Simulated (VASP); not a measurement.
# KZnF3 (P6_3/mmc) in VASP: single point with PBE

Aim: the single point of KZnF3 with PBE.

Program: VASP 6.6.1. These are calculated values, not measurements. Logs are shortened: lines on timing, memory, paths and dates and some standing lists are left out, and cuts for length are marked.

## 1. The cell of the first run

The structure is hexagonal, space group P6_3/mmc (No. 194). Conventional cell: a = 5.921 Å, b = 5.921 Å, c = 5.305 Å, α = 90.00°, β = 90.00°, γ = 120.00°. K (site symmetry -6m2) has 12 F at 2.96 to 3.23 Å and 6 Zn at 3.67 Å within 3.9 Å. Within 2.7 Å of Zn (site symmetry -3m) lie 6 F at 2.06 Å and 2 Zn at 2.65 Å. Within 2.8 Å of F (site symmetry mm2) lie 2 Zn at 2.06 Å and 2 F at 2.73 Å.

## 2. Single point, PBE

Input file INCAR:

```
ALGO     = Normal         # electronic algorithm
EDIFF    = 1E-6           # SCF threshold, eV
ENCUT    = 600            # plane-wave cutoff, eV
GGA      = PE             # functional
GGA_COMPAT= F            
ISIF     = 2              # what is computed and relaxed
ISMEAR   = 0              # smearing method
LASPH    = T              # aspherical terms in the spheres
LCHARG   = F              # write CHGCAR
LREAL    = F              # projectors in reciprocal space
LWAVE    = F              # write WAVECAR
NBANDS   = 53             # bands
NELM     = 120            # most SCF steps
PREC     = Accurate       # precision mode
SIGMA    = 0.1            # smearing width, eV
```

Input file KPOINTS:

```
k-points
0
Gamma
  3 3 4
```

Input file POSCAR:

```
KZnF3
1.0
    5.9210556989      0.0000000000      0.0000000000
   -2.9605278495      5.1277846525      0.0000000000
    0.0000000000      0.0000000000      5.3050568271
K Zn F
2 2 6
Direct
    0.3333333333      0.6666666667      0.7500000000
    0.6666666667      0.3333333333      0.2500000000
    0.0000000000      0.0000000000      0.0000000000
    0.0000000000      0.0000000000      0.5000000000
    0.8461143349      0.1538856651      0.7500000000
    0.1538856651      0.3077713301      0.2500000000
    0.1538856651      0.8461143349      0.2500000000
    0.8461143349      0.6922286699      0.7500000000
    0.3077713301      0.1538856651      0.7500000000
    0.6922286699      0.8461143349      0.2500000000
```

Potentials or basis: VASP PAW PBE potentials, release 64 (K_sv, Zn, F).

The run is started by

```sh
$ cat potpaw_PBE.64/K_sv/POTCAR potpaw_PBE.64/Zn/POTCAR potpaw_PBE.64/F/POTCAR > POTCAR
$ mpirun -np 1 vasp_std > vasp.out
```

OUTCAR:

```text
EDIFF = 1E-6
   ENCUT = 600
   GGA = PE
   ISIF = 2
   ISMEAR = 0
   LASPH = T
   LREAL = F
   NELM = 120
   PREC = Accurate

 ion  position               nearest neighbor table
   1  0.333  0.667  0.750-
   2  0.667  0.333  0.250-
   3  0.000  0.000  0.000-   9 2.06  10 2.06   6 2.06   8 2.06   7 2.06   5 2.06   4 2.65   4 2.65

   4  0.000  0.000  0.500-   9 2.06  10 2.06   6 2.06   8 2.06   7 2.06   5 2.06   3 2.65   3 2.65

   5  0.846  0.154  0.750-   3 2.06   4 2.06
   6  0.154  0.308  0.250-   3 2.06   4 2.06
   7  0.154  0.846  0.250-   3 2.06   4 2.06
   8  0.846  0.692  0.750-   3 2.06   4 2.06
   9  0.308  0.154  0.750-   3 2.06   4 2.06
  10  0.692  0.846  0.250-   3 2.06   4 2.06

  LATTYP: Found a hexagonal cell.
 ALAT       =     5.9210556989
 C/A-ratio  =     0.8959646889

  Lattice vectors:

 A1 = (   5.9210556989,   0.0000000000,   0.0000000000)
 A2 = (  -2.9605278495,   5.1277846525,   0.0000000000)
 A3 = (   0.0000000000,   0.0000000000,   5.3050568271)

Analysis of symmetry for initial positions (statically):
=====================================================================
 Subroutine PRICEL returns:
 Original cell was already a primitive cell.

 Routine SETGRP: Setting up the symmetry group for a
 hexagonal supercell.

 Subroutine GETGRP returns: Found 24 space group operations
 (whereof 12 operations were pure point group operations)
 out of a pool of 24 trial point group operations.

The static configuration has the point symmetry D_3d.
 The point group associated with its full space group is D_6h.

Analysis of symmetry for dynamics (positions and initial velocities):
=====================================================================
 Subroutine PRICEL returns:
 Original cell was already a primitive cell.

 Routine SETGRP: Setting up the symmetry group for a
 hexagonal supercell.

 Subroutine GETGRP returns: Found 24 space group operations
 (whereof 12 operations were pure point group operations)
 out of a pool of 24 trial point group operations.

The dynamic configuration has the point symmetry D_3d.
 The point group associated with its full space group is D_6h.

 Subroutine INISYM returns: Found 24 space group operations
 (whereof 12 operations are pure point group operations),
 and found     1 'primitive' translations

----------------------------------------------------------------------------------------

                                     Primitive cell

  volume of cell :     161.0716

  direct lattice vectors                    reciprocal lattice vectors
     5.921055699  0.000000000  0.000000000     0.168888801  0.097507995  0.000000000
    -2.960527850  5.127784652  0.000000000     0.000000000  0.195015990  0.000000000
     0.000000000  0.000000000  5.305056827     0.000000000  0.000000000  0.188499395

  length of vectors
     5.921055699  5.921055699  5.305056827     0.195015990  0.195015990  0.188499395

  position of ions in fractional coordinates (direct lattice)
     0.333333333  0.666666667  0.750000000
     0.666666667  0.333333333  0.250000000
     0.000000000  0.000000000  0.000000000
     0.000000000  0.000000000  0.500000000
     0.846114335  0.153885665  0.750000000
     0.153885665  0.307771330  0.250000000
     0.153885665  0.846114335  0.250000000
     0.846114335  0.692228670  0.750000000
     0.307771330  0.153885665  0.750000000
     0.692228670  0.846114335  0.250000000

  ion indices of the primitive-cell ions
   primitive index   ion index
                 1           1
                 2           2
                 3           3
                 4           4
                 5           5
                 6           6
                 7           7
                 8           8
                 9           9
                10          10

----------------------------------------------------------------------------------------

 KPOINTS: k-points

Automatic generation of k-mesh.
 Grid dimensions read from file:
 generate k-points for:    3    3    4

 Generating k-lattice:

  Cartesian coordinates                     Fractional coordinates (reciprocal lattice)
     0.056296267  0.032502665  0.000000000     0.333333333  0.000000000  0.000000000
     0.000000000  0.065005330  0.000000000     0.000000000  0.333333333  0.000000000
     0.000000000  0.000000000  0.047124849     0.000000000  0.000000000  0.250000000

  Length of vectors
     0.065005330  0.065005330  0.047124849

  Shift w.r.t. Gamma in fractional coordinates (k-lattice)
     0.000000000  0.000000000  0.000000000

 Subroutine IBZKPT returns following result:
 ===========================================

 Found      9 irreducible k-points:

 Following reciprocal coordinates:
            Coordinates               Weight
  0.000000  0.000000  0.000000      1.000000
  0.333333 -0.000000  0.000000      6.000000
  0.333333  0.333333  0.000000      2.000000
  0.000000  0.000000  0.250000      2.000000
  0.333333 -0.000000  0.250000     12.000000
  0.333333  0.333333  0.250000      4.000000
  0.000000  0.000000  0.500000      1.000000
  0.333333 -0.000000  0.500000      6.000000
  0.333333  0.333333  0.500000      2.000000
   k-points           NKPTS =      9   k-points in BZ     NKDIM =      9   number of bands    NBANDS=     53
   number of dos      NEDOS =    301   number of ions     NIONS =     10
   total plane-waves  NPLWV =  96768
   dimension x,y,z NGX =    48 NGY =   48 NGZ =   42
   dimension x,y,z NGXF=    96 NGYF=   96 NGZF=   84
   ions per type =               2   2   6
   NGX,Y,Z   is equivalent  to a cutoff of  13.48, 13.48, 13.16 a.u.
   NGXF,Y,Z  is equivalent  to a cutoff of  26.95, 26.95, 26.32 a.u.
 SYSTEM =  unknown system
   PREC   = accura    normal or accurate (medium, high low for compatibility)
   ISTART =      0    job   : 0-new  1-cont  2-samecut
   ICHARG =      2    charge: 1-file 2-atom 10-const
   ISPIN  =      1    spin polarized calculation?
   LNONCOLLINEAR =      F non collinear calculations
   LSORBIT =      F    spin-orbit coupling
   LASPH  =      T    aspherical Exc in radial PAW
   ENCUT  =  600.0 eV  44.10 Ry    6.64 a.u.  11.83 11.83 10.60*2*pi/ulx,y,z
   NELM   =    120;   NELMIN=  2; NELMDL= -5     # of ELM steps
   EDIFF  = 0.1E-05   stopping-criterion for ELM
   LREAL  =      F    real-space projection
   EDIFFG = 0.1E-04   stopping-criterion for IOM
   NSW    =      0    number of steps for IOM
   IBRION =     -1    ionic relax: 0-MD 1-quasi-New 2-CG
   NFREE  =      0    steps in history (QN), initial steepest desc. (CG)
   ISIF   =      2    stress and relaxation
   ISYM   =      2    0-nonsym 1-usesym 2-fastsym
   POTIM  = 0.5000    time-step for ionic-motion
   TEBEG  =    0.0;   TEEND  =   0.0 temperature during run
   PSTRESS=    0.0 pullay stress
   NELECT =      84.0000    total number of electrons
   NUPDOWN=      -1.0000    fix difference up-down
   EMIN   =  10.00;   EMAX   =-10.00  energy-range for DOS
   EFERMI =   0.00;   METHOD = LEGACY
   ISMEAR =     0;   SIGMA  =   0.10  broadening in eV -4-tet -1-fermi 0-gaus
   EFERMI_NEDOS =   21; number of points for ismear=-14 and -15
   IALGO  =     38    algorithm
   IMIX   =      4    mixing-type and parameters
     AMIX     =   0.40;   BMIX     =  1.00
     AMIX_MAG =   1.60;   BMIX_MAG =  1.00
  volume/ion in A,a.u.               =      16.11       108.70
  Fermi-wavevector in a.u.,A,eV,Ry     =   1.317736  2.490159 23.625524  1.736427
  Thomas-Fermi vector in A             =   2.447755
   LORBIT       =      0    0 simple, 1 ext, 2 COOP (PROOUT), +10 PAW based schemes
   GGA     = PE    functional components
   LHFCALC =     F    Hartree Fock is set to
   AEXX    =    0.0000 exact exchange contribution
   IVDW    =     0    specifies the selected vdW correction
   LEPSILON=     F    determine dielectric tensor
   LRPA    =     F    only Hartree local field effects (RPA)
 non-spin polarized calculation
 Gauss-broadening in eV      SIGMA  =   0.10
  energy-cutoff  :      600.00
  volume of cell :      161.07
 maximum number of plane-waves:      5422
 NGX is ok and might be reduce to    48
   NGX = 23   NGY = 23   NGZ = 21

 number of electron      84.0000020 magnetization

 Free energy of the ion-electron system (eV)
  ---------------------------------------------------
  ext. energy  EPLUGINS =         0.00000000
  ---------------------------------------------------
  free energy    TOTEN  =       -39.93941962 eV

  energy without entropy =      -39.93941962  energy(sigma->0) =      -39.93941962

 E-fermi :  -1.9261     XC(G=0):  -8.8011

 val. band max:       -2.3646217598   @ k =   0.0000   0.0000   0.0000
 cond. band min:       2.0778940929   @ k =   0.0000   0.0000   0.0000
 fundamental gap:      4.4425158527
 Fermi energy:        -1.9261037879

 k-point     1 :       0.0000    0.0000    0.0000
  band No.  band energies     occupation
      1     -29.2738      2.00000
      2     -29.2587      2.00000
      3     -23.0991      2.00000
      4     -22.7708      2.00000
      5     -22.6085      2.00000
      6     -22.6085      2.00000
[... 45 lines left out ...]
     52       7.8657      0.00000
     53       8.9427      0.00000

 k-point     2 :       0.3333   -0.0000    0.0000
  band No.  band energies     occupation
      1     -29.2697      2.00000
      2     -29.2611      2.00000
      3     -23.0805      2.00000
      4     -22.7478      2.00000
      5     -22.6387      2.00000
      6     -22.6121      2.00000
[... 45 lines left out ...]
     52       8.6133      0.00000
     53       8.7871      0.00000
[... 334 lines left out ...]
     52       8.8278      0.00000
     53       9.0589      0.00000

 k-point     9 :       0.3333    0.3333    0.5000
  band No.  band energies     occupation
      1     -29.2644      2.00000
      2     -29.2644      2.00000
      3     -22.9036      2.00000
      4     -22.9036      2.00000
      5     -22.6272      2.00000
      6     -22.6272      2.00000
[... 45 lines left out ...]
     52       8.8457      0.00000
     53       9.0014      0.00000

------------------------ aborting loop because EDIFF is reached ----------------------------------------

  FORCE on cell =-STRESS in cart. coord.  units (eV):
  Direction    XX          YY          ZZ          XY          YZ          ZX
  --------------------------------------------------------------------------------------
  -------------------------------------------------------------------------------------
  Total        0.1604242      0.1604242      0.7543345     -0.0000000      0.0000000      0.0000000
  in kB        1.5957381      1.5957381      7.5033562     -0.0000000      0.0000000      0.0000000
  external PRESSURE =       3.5649441 kB  Pullay stress =       0.0000000 kB

 VOLUME and BASIS-vectors are now :
 -----------------------------------------------------------------------------
  energy-cutoff  :      600.00
  volume of cell :      161.07
      direct lattice vectors                 reciprocal lattice vectors
     5.921055699  0.000000000  0.000000000     0.168888801  0.097507995  0.000000000
    -2.960527850  5.127784652  0.000000000     0.000000000  0.195015990  0.000000000
     0.000000000  0.000000000  5.305056827     0.000000000  0.000000000  0.188499395

 POSITION                                       TOTAL-FORCE (eV/Angst)
 -----------------------------------------------------------------------------------
     -0.00000      3.41852      3.97879        -0.000000     -0.000000      0.000000
      2.96053      1.70926      1.32626        -0.000000     -0.000000      0.000000
      0.00000      0.00000      0.00000        -0.000000     -0.000000      0.000000
      0.00000      0.00000      2.65253        -0.000000     -0.000000      0.000000
      4.55431      0.78909      3.97879        -0.065064      0.037565      0.000000
      0.00000      1.57819      1.32626        -0.000000      0.075130      0.000000
     -1.59378      4.33869      1.32626         0.065064     -0.037565      0.000000
      2.96053      3.54960      3.97879         0.000000     -0.075130      0.000000
      1.36675      0.78909      3.97879         0.065064      0.037565      0.000000
      1.59378      4.33869      1.32626        -0.065064     -0.037565      0.000000
 -----------------------------------------------------------------------------------
    total drift:                                0.000000     -0.000000      0.000000

  FREE ENERGIE OF THE ION-ELECTRON SYSTEM (eV)
  ---------------------------------------------------
  free  energy   TOTEN  =       -39.9394196153 eV

  energy  without entropy=      -39.9394196153  energy(sigma->0) =      -39.93941962
```

Run time: 3.5 min. Hardware: 1 thread of Intel Xeon 8259CL, shared host; peak memory 0.31 GiB.

What came out:

```
Free energy            : -39.9394 eV
Pressure               : 0.4 GPa
Largest force          : 0.075 eV/Å
Band gap on the k mesh : 4.44 eV
```

Forces on the atoms (eV/Å):
```
K    0.000  0.000  0.000
K    0.000  0.000  0.000
Zn   0.000  0.000  0.000
Zn   0.000  0.000  0.000
F   -0.065  0.038  0.000
F    0.000  0.075  0.000
F    0.065 -0.038  0.000
F    0.000 -0.075  0.000
F    0.065  0.038  0.000
F   -0.065 -0.038  0.000
```

Stress tensor (GPa, compression positive):
```
0.16 0.00 0.00
0.00 0.16 0.00
0.00 0.00 0.75
```

Levels at points of the mesh, in eV from the valence-band top:
```csv
k point,band 38,band 39,band 40,band 41,band 42,band 43,band 44,band 45,band 46,band 47
"(0.00, 0.00, 0.00)",-0.82,-0.24,-0.24,0.00,0.00,4.44,8.99,9.05,9.13,9.13
"(0.00, 0.00, 0.50)",-0.97,-0.19,-0.19,-0.19,-0.19,6.37,6.37,8.99,8.99,8.99
```
